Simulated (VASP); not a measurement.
Write the native input for VASP 6.6.1 that does the following.

| Property | Result |
| --- | --- |
| Task | single point |
| Functional | PBE |
| Potentials or basis | VASP PAW PBE potentials, release 64 (Ga_d, N) |
| Cutoff | 520 eV |
| k mesh | 12 × 12 × 6 |
| Occupations | fermi-dirac, width 0.02 eV |
| Spin | no spin polarisation |
| Dipole correction | no |
| Further INCAR settings | ALGO = Normal; EDIFF = 1e-06; NBANDS = 26 |

The structure of GaN lies in POSCAR:

```
GaN
1.0
    3.1672336624      0.0000000000      0.0000000000
   -1.5836168312      2.7429048114      0.0000000000
    0.0000000000      0.0000000000      5.1577073312
Ga N
2 2
Direct
    0.3333333333      0.6666666667     -0.0008868077
    0.6666666667      0.3333333333      0.4991131923
    0.3333333333      0.6666666667      0.3758868077
    0.6666666667      0.3333333333      0.8758868077
```

This cell differs from its parent crystal: strain -0.5%.

One way to write it, as run:

INCAR

```
  ALGO = Normal
  EDIFF = 1E-6
  ENCUT = 520
  GGA = PE
  ISIF = 2
  ISMEAR = -1
  LASPH = T
  LCHARG = F
  LREAL = F
  LWAVE = F
  NBANDS = 26
  NELM = 60
  PREC = Accurate
  SIGMA = 0.02
```

KPOINTS

```
k-points
0
Gamma
  12 12 6
```

Potentials or basis: VASP PAW PBE potentials, release 64 (Ga_d, N).

Launch:

```bash
$ cat potpaw_PBE.64/Ga_d/POTCAR potpaw_PBE.64/N/POTCAR > POTCAR
$ mpirun -np 1 vasp_std > vasp.out
```

Results of the run:

| Quantity | Value |
| --- | --- |
| Pressure | 9.4 GPa |
| Largest force | 0.008 eV/Å |
| Band gap on the k mesh | 2.04 eV, direct |

Caveat: the cell differs from its parent crystal (strain -0.5%).

Wall time 55 s on 1 thread of Intel(R) Xeon(R) 6975P-C (Granite Rapids) (shared host), peak memory 0.2 GiB.
